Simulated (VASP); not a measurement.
# PtSe2 (P-3m1) in VASP: further runs, part 2 of 2

VASP 6.6.1. Earlier steps stand in the parts before.

## Step 3: Single point, PBE+D3(BJ) (c/a of the conventional cell at fixed volume 1.2785)

INCAR reads:

```
PREC     = Accurate       # precision mode
ENCUT    = 520            # plane-wave cutoff, eV
EDIFF    = 1E-7           # SCF threshold, eV
ISMEAR   = 0              # smearing method
SIGMA    = 0.15           # smearing width, eV
LREAL    = False          # projectors in reciprocal space
LASPH    = True           # aspherical terms in the spheres
NELM     = 100            # most SCF steps
ALGO     = Normal         # electronic algorithm
ISIF     = 2              # what is computed and relaxed
LWAVE    = False          # write WAVECAR
LCHARG   = False          # write CHGCAR
GGA      = PE             # functional
IVDW     = 12             # dispersion correction
NBANDS   = 18             # bands
```

KPOINTS reads:

```
Automatic mesh
0
Gamma
  12 12 8
```

POSCAR reads:

```
PtSe2
1.0
    3.7715031150      0.0000000000      0.0000000000
   -1.8857515575      3.2662175080      0.0000000000
    0.0000000000      0.0000000000      4.8219239451
Pt Se
1 2
Direct
    0.0000000000      0.0000000000      0.0000000000
    0.3333333333      0.6666666667      0.2969401033
    0.6666666667      0.3333333333      0.7030598967
```

Potentials or basis: VASP PAW PBE potentials, release 64 (Pt, Se).

On the command line:

```
> cat potpaw_PBE.64/Pt/POTCAR potpaw_PBE.64/Se/POTCAR > POTCAR
> mpirun -np 1 vasp_std > vasp.out
```

OUTCAR:

```text
PREC = Accurate
   ENCUT = 520
   EDIFF = 1E-7
   ISMEAR = 0
   LREAL = False
   LASPH = True
   NELM = 100
   ISIF = 2
   GGA = PE
   IVDW = 12
 IVDW          = 12

 ion  position               nearest neighbor table
   1  0.000  0.000  0.000-   2 2.61   3 2.61   2 2.61   3 2.61   3 2.61   2 2.61
   2  0.333  0.667  0.297-   1 2.61   1 2.61   1 2.61
   3  0.667  0.333  0.703-   1 2.61   1 2.61   1 2.61

  LATTYP: Found a hexagonal cell.
 ALAT       =     3.7715031150
 C/A-ratio  =     1.2785151697

  Lattice vectors:

 A1 = (   3.7715031150,   0.0000000000,   0.0000000000)
 A2 = (  -1.8857515575,   3.2662175080,   0.0000000000)
 A3 = (   0.0000000000,   0.0000000000,   4.8219239451)

Analysis of symmetry for initial positions (statically):
=====================================================================
 Subroutine PRICEL returns:
 Original cell was already a primitive cell.

 Routine SETGRP: Setting up the symmetry group for a
 hexagonal supercell.

 Subroutine GETGRP returns: Found 12 space group operations
 (whereof 12 operations were pure point group operations)
 out of a pool of 24 trial point group operations.

The static configuration has the point symmetry D_3d.

Analysis of symmetry for dynamics (positions and initial velocities):
=====================================================================
 Subroutine PRICEL returns:
 Original cell was already a primitive cell.

 Routine SETGRP: Setting up the symmetry group for a
 hexagonal supercell.

 Subroutine GETGRP returns: Found 12 space group operations
 (whereof 12 operations were pure point group operations)
 out of a pool of 24 trial point group operations.

The dynamic configuration has the point symmetry D_3d.

 Subroutine INISYM returns: Found 12 space group operations
 (whereof 12 operations are pure point group operations),
 and found     1 'primitive' translations

----------------------------------------------------------------------------------------

                                     Primitive cell

  volume of cell :      59.3991

  direct lattice vectors                    reciprocal lattice vectors
     3.771503115  0.000000000  0.000000000     0.265146274  0.153082273  0.000000000
    -1.885751557  3.266217508  0.000000000     0.000000000  0.306164546  0.000000000
     0.000000000  0.000000000  4.821923945     0.000000000  0.000000000  0.207386100

  length of vectors
     3.771503115  3.771503115  4.821923945     0.306164546  0.306164546  0.207386100

  position of ions in fractional coordinates (direct lattice)
     0.000000000  0.000000000  0.000000000
     0.333333333  0.666666667  0.296940103
     0.666666667  0.333333333  0.703059897

  ion indices of the primitive-cell ions
   primitive index   ion index
                 1           1
                 2           2
                 3           3

----------------------------------------------------------------------------------------

 KPOINTS: Automatic mesh

Automatic generation of k-mesh.
 Grid dimensions read from file:
 generate k-points for:   12   12    8

 Generating k-lattice:

  Cartesian coordinates                     Fractional coordinates (reciprocal lattice)
     0.022095523  0.012756856  0.000000000     0.083333333 -0.000000000  0.000000000
     0.000000000  0.025513712  0.000000000     0.000000000  0.083333333  0.000000000
     0.000000000  0.000000000  0.025923262     0.000000000  0.000000000  0.125000000

  Length of vectors
     0.025513712  0.025513712  0.025923262

  Shift w.r.t. Gamma in fractional coordinates (k-lattice)
     0.000000000  0.000000000  0.000000000

 Subroutine IBZKPT returns following result:
 ===========================================

 Found    131 irreducible k-points:

 Following reciprocal coordinates:
            Coordinates               Weight
  0.000000  0.000000  0.000000      1.000000
  0.083333  0.000000  0.000000      6.000000
  0.166667  0.000000  0.000000      6.000000
  0.250000  0.000000  0.000000      6.000000
  0.333333  0.000000  0.000000      6.000000
  0.416667  0.000000  0.000000      6.000000
[... 16 lines left out ...]
  0.166667  0.000000  0.125000      6.000000
  0.000000  0.166667  0.125000      6.000000
 [... further k-points ...]
   k-points           NKPTS =    131   k-points in BZ     NKDIM =    131   number of bands    NBANDS=     18
   number of dos      NEDOS =    301   number of ions     NIONS =      3
   total plane-waves  NPLWV =  28224
   dimension x,y,z NGX =    28 NGY =   28 NGZ =   36
   dimension x,y,z NGXF=    56 NGYF=   56 NGZF=   72
   ions per type =               1   2
   NGX,Y,Z   is equivalent  to a cutoff of  12.34, 12.34, 12.41 a.u.
   NGXF,Y,Z  is equivalent  to a cutoff of  24.68, 24.68, 24.82 a.u.
 SYSTEM =  unknown system
   PREC   = accura    normal or accurate (medium, high low for compatibility)
   ISTART =      0    job   : 0-new  1-cont  2-samecut
   ICHARG =      2    charge: 1-file 2-atom 10-const
   ISPIN  =      1    spin polarized calculation?
   LNONCOLLINEAR =      F non collinear calculations
   LSORBIT =      F    spin-orbit coupling
   LASPH  =      T    aspherical Exc in radial PAW
   ENCUT  =  520.0 eV  38.22 Ry    6.18 a.u.   7.01  7.01  8.97*2*pi/ulx,y,z
   NELM   =    100;   NELMIN=  2; NELMDL= -5     # of ELM steps
   EDIFF  = 0.1E-06   stopping-criterion for ELM
   LREAL  =      F    real-space projection
   EDIFFG = 0.1E-05   stopping-criterion for IOM
   NSW    =      0    number of steps for IOM
   IBRION =     -1    ionic relax: 0-MD 1-quasi-New 2-CG
   NFREE  =      0    steps in history (QN), initial steepest desc. (CG)
   ISIF   =      2    stress and relaxation
   ISYM   =      2    0-nonsym 1-usesym 2-fastsym
   POTIM  = 0.5000    time-step for ionic-motion
   TEBEG  =    0.0;   TEEND  =   0.0 temperature during run
   PSTRESS=    0.0 pullay stress
   NELECT =      22.0000    total number of electrons
   NUPDOWN=      -1.0000    fix difference up-down
   EMIN   =  10.00;   EMAX   =-10.00  energy-range for DOS
   EFERMI =   0.00;   METHOD = LEGACY
   ISMEAR =     0;   SIGMA  =   0.15  broadening in eV -4-tet -1-fermi 0-gaus
   EFERMI_NEDOS =   21; number of points for ismear=-14 and -15
   IALGO  =     38    algorithm
   IMIX   =      4    mixing-type and parameters
     AMIX     =   0.40;   BMIX     =  1.00
     AMIX_MAG =   1.60;   BMIX_MAG =  1.00
  volume/ion in A,a.u.               =      19.80       133.61
  Fermi-wavevector in a.u.,A,eV,Ry     =   1.175680  2.221713 18.806288  1.382223
  Thomas-Fermi vector in A             =   2.312056
   LORBIT       =      0    0 simple, 1 ext, 2 COOP (PROOUT), +10 PAW based schemes
   GGA     = PE    functional components
   LHFCALC =     F    Hartree Fock is set to
   AEXX    =    0.0000 exact exchange contribution
   IVDW    =    12    specifies the selected vdW correction
   LEPSILON=     F    determine dielectric tensor
   LRPA    =     F    only Hartree local field effects (RPA)
 non-spin polarized calculation
 Gauss-broadening in eV      SIGMA  =   0.15
  energy-cutoff  :      520.00
  volume of cell :       59.40
 maximum number of plane-waves:      1620
   NGX = 13   NGY = 13   NGZ = 17

 number of electron      21.9999999 magnetization

 Free energy of the ion-electron system (eV)
  ---------------------------------------------------
  ext. energy  EPLUGINS =         0.00000000
  ---------------------------------------------------
  free energy    TOTEN  =       -13.94699665 eV

  energy without entropy =      -13.93559313  energy(sigma->0) =      -13.94129489

 E-fermi :   6.4866     XC(G=0): -10.9029

 val. band max:        6.4504046342   @ k =   0.3333   0.3333   0.0000
 cond. band min:       6.4881301032   @ k =   0.3333   0.2500   0.0000
 fundamental gap:      0.0377254690
 Fermi energy:         6.4865976867

 k-point     1 :       0.0000    0.0000    0.0000
  band No.  band energies     occupation
      1      -8.9699      2.00000
      2      -5.6697      2.00000
      3      -0.2959      2.00000
      4       1.1895      2.00000
      5       1.1895      2.00000
      6       3.3061      2.00000
[... 10 lines left out ...]
     17      14.0712      0.00000
     18      17.8804      0.00000
[... 466 lines left out ...]
      2      -5.9505      2.00000
      3       0.1094      2.00000
      4       1.2609      2.00000
      5       1.6670      2.00000
      6       2.3641      2.00000
[... 10 lines left out ...]
     17      15.4123      0.00000
     18      15.4352      0.00000

 [... further k-points ...]

------------------------ aborting loop because EDIFF is reached ----------------------------------------

 Edisp (eV)   -1.47487

 E8    (eV) :    -0.6345

  FORCE on cell =-STRESS in cart. coord.  units (eV):
  Direction    XX          YY          ZZ          XY          YZ          ZX
  --------------------------------------------------------------------------------------
  -------------------------------------------------------------------------------------
  Total      -2.11546    -2.11546    -2.73314     0.00000    -0.00000     0.00000
  in kB     -57.06036   -57.06036   -73.72130     0.00000    -0.00000     0.00000
  external pressure =      -62.61 kB  Pullay stress =        0.00 kB

 VOLUME and BASIS-vectors are now :
 -----------------------------------------------------------------------------
  energy-cutoff  :      520.00
  volume of cell :       59.40
      direct lattice vectors                 reciprocal lattice vectors
     3.771503115  0.000000000  0.000000000     0.265146274  0.153082273  0.000000000
    -1.885751557  3.266217508  0.000000000     0.000000000  0.306164546  0.000000000
     0.000000000  0.000000000  4.821923945     0.000000000  0.000000000  0.207386100

 POSITION                                       TOTAL-FORCE (eV/Angst)
 -----------------------------------------------------------------------------------
      0.00000      0.00000      0.00000        -0.000000      0.000000      0.000000
     -0.00000      2.17748      1.43182         0.000000     -0.000000     -1.550091
      1.88575      1.08874      3.39010        -0.000000      0.000000      1.550091
 -----------------------------------------------------------------------------------
    total drift:                               -0.000000     -0.000000     -0.000000

  FREE ENERGIE OF THE ION-ELECTRON SYSTEM (eV)
  ---------------------------------------------------
  free  energy   TOTEN  =       -15.4218647333 eV

  energy  without entropy=      -15.4104612150  energy(sigma->0) =      -15.41616297
```

Run time: 1.9 min. Hardware: 1 thread of AMD EPYC 7R43 (Zen 3), shared host; peak memory 0.25 GiB.

Results:

| Item | Value |
| --- | --- |
| Free energy | -15.4219 eV |
| Pressure | -6.3 GPa |
| Largest force | 1.550 eV/Å |
| Band gap on the k mesh | zero (band 11 reaches 6.92 eV, above the bottom of band 12 at 6.37 eV) |
| Dispersion energy per atom | -0.492 eV |

Forces in eV/Å, atoms in the order of the input:
```
Pt   0.000  0.000  0.000
Se   0.000  0.000 -1.550
Se   0.000  0.000  1.550
```

Caveat: spin-orbit coupling is left out, which moves the levels of the heavy elements; pairwise dispersion overbinds metals, which lowers pressure and volume; forces of over 1 eV/Å act on the atoms, so gaps and moduli don't describe the material at rest.

## Step 4: Single point, PBE+D3(BJ) (c/a of the conventional cell at fixed volume 1.3808)

INCAR reads:

```
  ALGO = Normal
  EDIFF = 1E-6
  ENCUT = 520
  GGA = PE
  ISIF = 2
  ISMEAR = 0
  IVDW = 12
  LASPH = T
  LCHARG = F
  LREAL = F
  LWAVE = F
  NBANDS = 18
  NELM = 80
  PREC = Accurate
  SIGMA = 0.15
```

KPOINTS reads:

```
k-points
0
Gamma
  12 12 8
```

POSCAR reads:

```
PtSe2
1.0
    3.6759774598      0.0000000000      0.0000000000
   -1.8379887299      3.1834898639      0.0000000000
    0.0000000000      0.0000000000      5.0757896765
Pt Se
1 2
Direct
    0.0000000000      0.0000000000      0.0000000000
    0.3333333333      0.6666666667      0.2969401033
    0.6666666667      0.3333333333      0.7030598967
```

On the command line:

```
> cat potpaw_PBE.64/Pt/POTCAR potpaw_PBE.64/Se/POTCAR > POTCAR
> mpirun -np 1 vasp_std > vasp.out
```

Run time: 86 s. Hardware: 1 thread of AMD EPYC 7R43 (Zen 3), shared host; peak memory 0.26 GiB.

The run converged. Its results:

- Free energy: -15.3328 eV
- Pressure: -5.3 GPa
- Largest force: 1.571 eV/Å
- Band gap on the k mesh: zero (band 11 reaches 7.09 eV, above the bottom of band 12 at 6.37 eV)
- Dispersion energy per atom: -0.491 eV

Forces on the atoms (eV/Å):
```
Pt   0.000  0.000  0.000
Se   0.000  0.000 -1.571
Se   0.000  0.000  1.571
```

Stress tensor (GPa, compression positive):
```
 -2.72   0.00   0.00
  0.00  -2.72   0.00
  0.00   0.00 -10.36
```

Levels at points of the mesh, in eV from the Fermi level:
```
           k point  band 8  band 9  band 10  band 11  band 12  band 13  band 14  band 15
(0.00, 0.00, 0.00)   -2.66   -0.44    -0.44     0.56     0.56     0.59     3.98     4.28
(0.50, 0.00, 0.00)   -3.18   -3.09    -2.53    -2.14     0.27     2.42     5.59     5.97
(0.00, 0.00, 0.50)   -3.23   -1.81    -1.55    -1.55     2.17     2.17     5.34     6.89
(0.50, 0.00, 0.50)   -2.54   -2.22    -1.49    -1.06     0.04     1.67     4.54     4.82
```

Caveat: spin-orbit coupling is left out, which moves the levels of the heavy elements; pairwise dispersion overbinds metals, which lowers pressure and volume; forces of over 1 eV/Å act on the atoms, so gaps and moduli don't describe the material at rest.

## Step 5: Single point, PBE+D3(BJ) (c/a of the conventional cell at fixed volume 1.3297)

INCAR reads:

```
SYSTEM = PtSe2
PREC = Accurate ; ENCUT = 520
EDIFF = 1E-7 ; ISMEAR = 0
SIGMA = 0.15 ; LREAL = .False.
LASPH = .True. ; NELM = 100
ALGO = Normal ; ISIF = 2
LWAVE = .False. ; LCHARG = .True.
GGA = PE ; IVDW = 12
LELF = .True. ; LVHAR = .True.
NBANDS = 18
```

KPOINTS reads:

```
Automatic mesh
0
Gamma
  12 12 8
  0 0 0
```

POSCAR reads:

```
PtSe2
1.0
    3.7224757418      0.0000000000      0.0000000000
   -1.8612378709      3.2237585574      0.0000000000
    0.0000000000      0.0000000000      4.9497759939
Pt Se
1 2
Direct
    0.0000000000      0.0000000000      0.0000000000
    0.3333333333      0.6666666667      0.3283590974
    0.6666666667      0.3333333333      0.6716409026
```

On the command line:

```
> cat potpaw_PBE.64/Pt/POTCAR potpaw_PBE.64/Se/POTCAR > POTCAR
> mpirun -np 1 vasp_std > vasp.out
```

Run time: 1.7 min. Hardware: 1 thread of AMD EPYC 7R43 (Zen 3), shared host; peak memory 0.25 GiB.

It converged, with:

```
Free energy                : -14.7348 eV
Pressure                   : -7.8 GPa
Largest force              : 2.683 eV/Å
Band gap on the k mesh     : zero (band 11 reaches 6.61 eV, above the bottom of band 12 at 5.77 eV)
Dispersion energy per atom : -0.492 eV
```

Forces on the atoms (eV/Å):
```
Pt   0.000  0.000  0.000
Se   0.000  0.000 -2.683
Se   0.000  0.000  2.683
```

Stress tensor (GPa, compression positive):
```
 -6.24   0.00   0.00
  0.00  -6.24   0.00
  0.00   0.00 -11.03
```

Levels at points of the mesh, in eV from the Fermi level:
```
           k point  band 9  band 10  band 11  band 12  band 13  band 14
(0.00, 0.00, 0.00)   -0.36    -0.36    -0.27    -0.27    -0.11     3.52
(0.50, 0.00, 0.00)   -2.15    -1.97    -1.62     0.12     2.64     5.06
(0.00, 0.00, 0.50)   -2.26    -2.26    -2.00     2.03     2.03     5.46
(0.50, 0.00, 0.50)   -1.65    -0.95    -0.71    -0.66     1.63     4.87
```

Caveat: spin-orbit coupling is left out, which moves the levels of the heavy elements; pairwise dispersion overbinds metals, which lowers pressure and volume; forces of over 1 eV/Å act on the atoms, so gaps and moduli don't describe the material at rest.

## Step 6: Single point, PBE+D3(BJ) (c/a of the conventional cell at fixed volume 1.3297)

INCAR reads:

```
SYSTEM = PtSe2
ALGO = Normal
EDIFF = 1E-6
ENCUT = 520
GGA = PE
ISIF = 2
ISMEAR = 0
IVDW = 12
LASPH = .True.
LCHARG = .False.
LREAL = .False.
LWAVE = .False.
NBANDS = 18
NELM = 60
PREC = Accurate
SIGMA = 0.15
```

KPOINTS reads:

```
k-points
0
Gamma
  12 12 8
  0 0 0
```

POSCAR reads:

```
PtSe2
1.0
    3.7224757418      0.0000000000      0.0000000000
   -1.8612378709      3.2237585574      0.0000000000
    0.0000000000      0.0000000000      4.9497759939
Pt Se
1 2
Direct
    0.0000000000      0.0000000000      0.0000000000
    0.3333333333      0.6666666667      0.2655211092
    0.6666666667      0.3333333333      0.7344788908
```

Potentials or basis: VASP PAW PBE potentials, release 64 (Pt, Se).

On the command line:

```
> cat potpaw_PBE.64/Pt/POTCAR potpaw_PBE.64/Se/POTCAR > POTCAR
> mpirun -np 1 vasp_std > vasp.out
```

Wall time 2 min (1 thread of AMD EPYC 7R43 (Zen 3), shared host); peak memory 0.26 GiB.

It converged, with:

* Free energy: -15.6568 eV
* Pressure: 1.1 GPa
* Largest force: 0.041 eV/Å
* Band gap on the k mesh: zero (band 11 reaches 7.43 eV, above the bottom of band 12 at 6.68 eV)
* Dispersion energy per atom: -0.490 eV

Forces in eV/Å, atoms in the order of the input:
```
Pt   0.000  0.000  0.000
Se   0.000  0.000 -0.041
Se   0.000  0.000  0.041
```

Stress tensor (GPa, compression positive):
```
 1.99  0.00  0.00
 0.00  1.99  0.00
 0.00  0.00 -0.71
```

Levels at points of the mesh, in eV from the Fermi level:
```tsv
k point	band 8	band 9	band 10	band 11	band 12	band 13	band 14	band 15
(0.00, 0.00, 0.00)	-2.60	-0.93	-0.93	0.70	1.17	1.17	3.52	4.22
(0.50, 0.00, 0.00)	-3.54	-3.29	-3.25	-2.90	0.53	2.45	5.09	5.98
(0.00, 0.00, 0.50)	-3.02	-1.71	-1.58	-1.58	2.33	2.33	4.97	6.60
(0.50, 0.00, 0.50)	-3.30	-3.04	-2.50	-1.21	0.67	1.57	4.73	4.82
```

Caveat: spin-orbit coupling is left out, which moves the levels of the heavy elements; pairwise dispersion overbinds metals, which lowers pressure and volume.

## Step 7: The runs side by side

| cell | gap on the mesh (eV) | pressure (GPa) | largest force (eV/Å) |
| --- | --- | --- | --- |
| a = 3.823, b = 3.823, c = 4.693 Å, angles 90.0, 90.0, 120.0°, 3 atoms | none | -8.2 | 2.81 |
| a = 3.772, b = 3.772, c = 4.822 Å, angles 90.0, 90.0, 120.0°, 3 atoms | none | -6.3 | 1.55 |
| a = 3.676, b = 3.676, c = 5.076 Å, angles 90.0, 90.0, 120.0°, 3 atoms | none | -5.3 | 1.57 |
| a = 3.722, b = 3.722, c = 4.950 Å, angles 90.0, 90.0, 120.0°, 3 atoms | none | 1.1 | 0.04 |

Some of these runs hold the atoms at other places in the same cell, which the table doesn't show; runs alike in all that it shows share one row.

Alike in all rows: task single point; level PBE+D3(BJ); potentials or basis VASP PAW PBE potentials, release 64 (Pt, Se); no spin polarisation; k mesh 12 × 12 × 8; cutoff (eV) 520; smearing gaussian 0.15 eV.

Caveats: spin-orbit coupling is left out, which moves the levels of the heavy elements; pairwise dispersion overbinds metals, which lowers pressure and volume; forces of over 1 eV/Å act on the atoms, so gaps and moduli don't describe the material at rest (some runs).

Absolute energies hang on the potentials; compare differences alone.
